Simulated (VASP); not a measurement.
Here is a VASP 6.6.1 calculation.

File INCAR:

```
SYSTEM = Ba2C
  PREC = Accurate
  ENCUT = 600
  EDIFF = 1E-6
  ISMEAR = 0
  SIGMA = 0.1
  LREAL = .FALSE.
  LASPH = .TRUE.
  NELM = 80
  ALGO = Normal
  ISIF = 3
  LWAVE = .FALSE.
  LCHARG = .FALSE.
  GGA = PE
  IBRION = 2
  NSW = 90
  EDIFFG = -0.04
```

File KPOINTS:

```
Automatic mesh
0
G
  3 3 4
  0 0 0
```

File POSCAR:

```
Ba2C
1.0
    5.7951470200      0.0000000000      0.0000000000
   -2.8975735100      5.0187445400      0.0000000000
    0.0000000000      0.0000000000      5.7389557400
Ba C
4 2
Direct
    0.8281341900      0.1718658100      0.2020438300
    0.8281341900      0.6562683800      0.2020438300
    0.3437316200      0.1718658100      0.2020438300
    0.3333333300      0.6666666700      0.9930079200
    0.6666666700      0.3333333300      0.3822070000
    0.0000000000      0.0000000000      0.8555184000
```

Potentials or basis: VASP PAW PBE potentials, release 64 (Ba_sv, C).

The run is started by

```bash
$ cat potpaw_PBE.64/Ba_sv/POTCAR potpaw_PBE.64/C/POTCAR > POTCAR
$ mpirun -np 1 vasp_std > vasp.out
```

Question: Estimate the space group after relaxing (to 0.05 Å).

Answer: P6/mmm (No. 191).

Question: What does it give for the band gap on the k mesh?

Answer: Zero (band 24 reaches 2.87 eV, above the bottom of band 25 at 2.13 eV).

Question: What does it give for the relaxed cell?

Answer: a = 7.573 Å, b = 7.573 Å, c = 4.002 Å, α = 90.00°, β = 90.00°, γ = 120.00°.

Question: What does it give for the relaxed volume?

Answer: 33.13 Å³/atom.

Final structure:
```yaml
crystal:
  lattice:
    - [7.57326, 0.00000, 0.00000]
    - [-3.78663, 6.55864, 0.00000]
    - [0.00000, 0.00000, 4.00191]
  atoms:
    - { symbol: Ba, position: [0.83319, 0.16681, 0.22198] }
    - { symbol: Ba, position: [0.83319, 0.66639, 0.22198] }
    - { symbol: Ba, position: [0.33361, 0.16681, 0.22198] }
    - { symbol: Ba, position: [0.33333, 0.66667, 0.72736] }
    - { symbol: C, position: [0.66667, 0.33333, 0.72209] }
    - { symbol: C, position: [0.00000, 0.00000, 0.72149] }
```

Caveat: the k points lie up to 0.39 Å⁻¹ apart in the final cell; the volume moved by over 15 % at a fixed basis, so the end points are rough; spin-orbit coupling is left out, which moves the levels of the heavy elements.
